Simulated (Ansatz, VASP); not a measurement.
## Sc3Al: VASP beside Ansatz

```xyz
4
Lattice="4.4707 0.0000 0.0000 0.0000 4.4707 0.0000 0.0000 0.0000 4.4707" Properties=species:S:1:pos:R:3 pbc="T T T"
Sc    2.2354    0.0000    2.2354
Sc    0.0000    2.2354    2.2354
Sc    2.2354    2.2354    0.0000
Al    0.0000    0.0000    0.0000
```

Alike in both runs: task single point; functional r2SCAN; k mesh 10 × 10 × 10; occupations gaussian, width 0.1 eV; no spin polarisation.

|  | VASP | Ansatz |
| --- | --- | --- |
| version | VASP 6.6.1 | Ansatz 0.2.0 |
| potentials or method | VASP PAW PBE potentials, release 64 (Sc_sv, Al), cutoff 520 eV | scalar-relativistic, plane waves, PAW |
| valence electrons in the cell | 36 | 36 |

Ansatz gave:

```
gap on the k mesh at the Fermi level (eV) : none
pressure (GPa)                            : -1.8
```

**Question.** What did VASP give for the same quantities?

**Answer.** gap on the k mesh at the Fermi level (eV): none; pressure (GPa): -1.7.

VASP's potentials were made for PBE, not for r2SCAN. A gap of «none» marks a metal or a gap that the smearing closes. With one functional, cell and mesh, what is left measures potentials, basis and numerics.
